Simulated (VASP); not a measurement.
# GaGe (F-43m) in VASP: further runs, part 2 of 2

VASP 6.6.1.

### 3 Single point, BLYP

INCAR reads:

```
AGGAC = 1.0
AGGAX = 1.0
ALDAC = 0.0
ALDAX = 1.0
ALGO = Normal
EDIFF = 1E-6
ENCUT = 520
GGA = B5
ISIF = 2
ISMEAR = -1
LASPH = True
LCHARG = False
LREAL = False
LWAVE = False
NBANDS = 20
NELM = 100
PREC = Accurate
SIGMA = 0.05
```

KPOINTS reads:

```
k-points
0
Gamma
  8 8 8
```

POSCAR reads:

```
GaGe
1.0
    0.0000000000      2.8978440000      2.8978440000
    2.8978440000      0.0000000000      2.8978440000
    2.8978440000      2.8978440000      0.0000000000
Ge Ga
1 1
Direct
    0.0000000000      0.0000000000      0.0000000000
    0.2500000000      0.2500000000      0.2500000000
```

Potentials or basis: VASP PAW PBE potentials, release 64 (Ge_d, Ga_d).

Run with:

```sh
cat potpaw_PBE.64/Ge_d/POTCAR potpaw_PBE.64/Ga_d/POTCAR > POTCAR
mpirun -np 1 vasp_std > vasp.out
```

Run time: 19 s. Hardware: 1 thread of Intel Xeon 6975P-C (Granite Rapids), shared host; peak memory 0.17 GiB.

The run converged. Its results:

- Free energy: -5.8310 eV
- Pressure: 3.4 GPa

Levels at points of the mesh, in eV from the Fermi level:
```
           k point  band 12  band 13  band 14  band 15  band 16  band 17
(0.00, 0.00, 0.00)     1.66     1.66     1.66     1.85     4.37     4.37
(0.50, 0.00, 0.00)    -5.36     0.37     0.37     2.03     5.42     5.42
(0.50, 0.50, 0.00)    -5.86    -1.23    -1.23     2.50     2.56    10.89
```

Caveat: the PAW data sets were made with another functional, which shifts forces and pressure a little.

### 4 Single point, PBE

INCAR reads:

```
SYSTEM = GaGe
PREC = Accurate
ENCUT = 520
EDIFF = 1E-6
ISMEAR = 0
SIGMA = 0.012
LREAL = .FALSE.
LASPH = .TRUE.
NELM = 60
ALGO = Normal
ISIF = 2
LWAVE = .FALSE.
LCHARG = .TRUE.
GGA = PE
LELF = .TRUE.
LVHAR = .TRUE.
NBANDS = 20
```

KPOINTS reads:

```
Automatic mesh
0
G
  8 8 8
  0 0 0
```

POSCAR is that of step 3.

Run with:

```sh
cat potpaw_PBE.64/Ge_d/POTCAR potpaw_PBE.64/Ga_d/POTCAR > POTCAR
mpirun -np 1 vasp_std > vasp.out
```

Run time: 13 s. Hardware: 1 thread of Intel Xeon 6975P-C (Granite Rapids), shared host; peak memory 0.18 GiB.

The run converged. Its results:

```
Free energy : -7.0925 eV
Pressure    : 0.3 GPa
```

Levels at points of the mesh, in eV from the Fermi level:
```
           k point  band 10  band 11  band 12  band 13  band 14  band 15  band 16  band 17  band 18  band 19
(0.00, 0.00, 0.00)   -14.33   -10.57     1.65     1.65     1.65     2.03     4.33     4.33     4.33     7.66
(0.50, 0.00, 0.00)   -14.32    -8.61    -5.40     0.35     0.35     2.03     5.31     5.31     8.16    11.40
(0.50, 0.50, 0.00)   -14.32    -7.55    -5.84    -1.29    -1.29     2.30     2.40    10.98    10.98    12.20
```

### 5 Single point, revPBE

This run uses another cell than the first one, of 25.05 Å³/atom, 1.030 times its volume.

INCAR reads:

```
  ALGO = Normal
  EDIFF = 1E-6
  ENCUT = 520
  GGA = RE
  ISIF = 2
  ISMEAR = -1
  LASPH = True
  LCHARG = True
  LELF = True
  LREAL = False
  LVHAR = True
  LWAVE = False
  NBANDS = 20
  NELM = 60
  PREC = Accurate
  SIGMA = 0.05
```

KPOINTS reads:

```
k-points
0
Gamma
  8 8 8
```

POSCAR reads:

```
GaGe
1.0
    0.0000000000      2.9261554656      2.9261554656
    2.9261554656      0.0000000000      2.9261554656
    2.9261554656      2.9261554656      0.0000000000
Ge Ga
1 1
Direct
    0.0000000000      0.0000000000      0.0000000000
    0.2500000000      0.2500000000      0.2500000000
```

Run with:

```sh
cat potpaw_PBE.64/Ge_d/POTCAR potpaw_PBE.64/Ga_d/POTCAR > POTCAR
mpirun -np 1 vasp_std > vasp.out
```

It took 12 s on 1 thread of Intel Xeon 6975P-C (Granite Rapids), shared host; peak memory 0.18 GiB.

Results (log left out):

```
Free energy : -6.5293 eV
Pressure    : 0.0 GPa
```

Levels at points of the mesh, in eV from the Fermi level:
```
           k point  band 12  band 13  band 14  band 15  band 16  band 17
(0.00, 0.00, 0.00)     1.62     1.62     1.62     1.86     4.31     4.31
(0.50, 0.00, 0.00)    -5.26     0.37     0.37     1.98     5.29     5.29
(0.50, 0.50, 0.00)    -5.72    -1.21    -1.21     2.36     2.44    10.77
```

Caveat: the PAW data sets were made with another functional, which shifts forces and pressure a little.

### 6 Single point, BLYP

This run uses another cell than the first one, of 26.18 Å³/atom, 1.076 times its volume.

INCAR reads:

```
SYSTEM = GaGe
AGGAC = 1.0 ; AGGAX = 1.0
ALDAC = 0.0 ; ALDAX = 1.0
ALGO = Normal ; EDIFF = 1E-6
ENCUT = 520 ; GGA = B5
ISIF = 2 ; ISMEAR = -1
LASPH = .TRUE. ; LCHARG = .FALSE.
LREAL = .FALSE. ; LWAVE = .FALSE.
NBANDS = 20 ; NELM = 80
PREC = Accurate ; SIGMA = 0.05
```

KPOINTS reads:

```
k-points
0
G
  8 8 8
  0 0 0
```

POSCAR reads:

```
GaGe
1.0
    0.0000000000      2.9692984099      2.9692984099
    2.9692984099      0.0000000000      2.9692984099
    2.9692984099      2.9692984099      0.0000000000
Ge Ga
1 1
Direct
    0.0000000000      0.0000000000      0.0000000000
    0.2500000000      0.2500000000      0.2500000000
```

Potentials or basis: VASP PAW PBE potentials, release 64 (Ge_d, Ga_d).

Run with:

```sh
cat potpaw_PBE.64/Ge_d/POTCAR potpaw_PBE.64/Ga_d/POTCAR > POTCAR
mpirun -np 1 vasp_std > vasp.out
```

OUTCAR:

```text
SYSTEM = GaGe
   EDIFF = 1E-6
   ENCUT = 520
   GGA = B5
   ISIF = 2
   ISMEAR = -1
   LASPH = .TRUE.
   LREAL = .FALSE.
   NELM = 80
   PREC = Accurate

 ion  position               nearest neighbor table
   1  0.000  0.000  0.000-   2 2.57   2 2.57   2 2.57   2 2.57
   2  0.250  0.250  0.250-   1 2.57   1 2.57   1 2.57   1 2.57

  LATTYP: Found a face centered cubic cell.
 ALAT       =     5.9385968198

  Lattice vectors:

 A1 = (   0.0000000000,   2.9692984099,   2.9692984099)
 A2 = (   2.9692984099,   0.0000000000,   2.9692984099)
 A3 = (   2.9692984099,   2.9692984099,   0.0000000000)

[... 186 lines left out ...]
      5     -20.9428      2.00000
      6     -11.4112      2.00000
[... 541 lines left out ...]
     19      11.9566      0.00000
     20      14.7980      0.00000

 [... further k-points ...]
[... 5 lines left out ...]
  --------------------------------------------------------------------------------------
  -------------------------------------------------------------------------------------
  Total        0.0268763      0.0268763      0.0268763      0.0000000      0.0000000      0.0000000
  in kB        0.8224104      0.8224104      0.8224104      0.0000000      0.0000000      0.0000000
  external PRESSURE =       0.8224104 kB  Pullay stress =       0.0000000 kB

 VOLUME and BASIS-vectors are now :
 -----------------------------------------------------------------------------
  energy-cutoff  :      520.00
  volume of cell :       52.36
      direct lattice vectors                 reciprocal lattice vectors
     0.000000000  2.969298410  2.969298410    -0.168389946  0.168389946  0.168389946
     2.969298410  0.000000000  2.969298410     0.168389946 -0.168389946  0.168389946
     2.969298410  2.969298410  0.000000000     0.168389946  0.168389946 -0.168389946

 POSITION                                       TOTAL-FORCE (eV/Angst)
 -----------------------------------------------------------------------------------
      0.00000      0.00000      0.00000        -0.000000     -0.000000     -0.000000
      1.48465      1.48465      1.48465         0.000000      0.000000      0.000000
 -----------------------------------------------------------------------------------
    total drift:                               -0.000002     -0.000002     -0.000002

  FREE ENERGIE OF THE ION-ELECTRON SYSTEM (eV)
  ---------------------------------------------------
  free  energy   TOTEN  =        -5.8700187747 eV

  energy  without entropy=       -5.8609105728  energy(sigma->0) =       -5.86546467
```

Wall time 17 s (1 thread of Intel Xeon 6975P-C (Granite Rapids), shared host); peak memory 0.18 GiB.

What came out:

| Property | Result |
| --- | --- |
| Free energy | -5.8700 eV |
| Pressure | 0.1 GPa |

Caveat: the PAW data sets were made with another functional, which shifts forces and pressure a little.

### 7 Summary

```csv
task,level,cell,cutoff (eV),smearing,gap on the mesh (eV),pressure (GPa)
relaxation of cell and atoms,PBEsol,"relaxed from a = 4.098 Å, angles 60.0°, 2 atoms",600,fermi-dirac 0.05 eV,none,-0.1
single point,BLYP,"a = 4.098 Å, angles 60.0°, 2 atoms",520,fermi-dirac 0.05 eV,none,3.4
single point,PBE,"a = 4.098 Å, angles 60.0°, 2 atoms",520,gaussian 0.012 eV,none,0.3
single point,revPBE,"a = 4.138 Å, angles 60.0°, 2 atoms",520,fermi-dirac 0.05 eV,none,0.0
single point,BLYP,"a = 4.199 Å, angles 60.0°, 2 atoms",520,fermi-dirac 0.05 eV,none,0.1
```

Alike in all rows: potentials or basis VASP PAW PBE potentials, release 64 (Ge_d, Ga_d); no spin polarisation; k mesh 8 × 8 × 8.

Caveats: the PAW data sets were made with another functional, which shifts forces and pressure a little (some runs).

Absolute energies hang on the potentials; compare differences alone.
